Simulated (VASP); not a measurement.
Runs of VASP 6.6.1 on ZnS. The structure is that of space group F-43m (No. 216), or close to it. The cells are those of the table. 

```tsv
task	cell	cutoff (eV)	smearing	gap on the mesh (eV)	pressure (GPa)
single point	a = 3.745 Å, angles 60.0°, 2 atoms	520	gaussian 0.02 eV	2.16	0.2
single point	a = 3.640 Å, angles 60.0°, 2 atoms	520	gaussian 0.01 eV	(a)	9.4
relaxation of cell and atoms	relaxed to 9 GPa from a = 3.745 Å, angles 60.0°, 2 atoms	600	gaussian 0.01 eV	2.55	9.0
single point	a = 3.745 Å, angles 60.0°, 2 atoms	520	gaussian 0.01 eV	2.16	0.2
```

Alike in all rows: level LDA; potentials or basis VASP PAW LDA potentials, release 64 (Zn, S); no spin polarisation; k mesh 10 × 10 × 10.

Q: Fill in the values left out.

A: (a) 2.56.

Caveats: the cell stands under pressure (at least some runs); the cell is relaxed towards a set pressure, so the run minimises the enthalpy, not the energy (at least some runs).

A k mesh can miss the band edges.
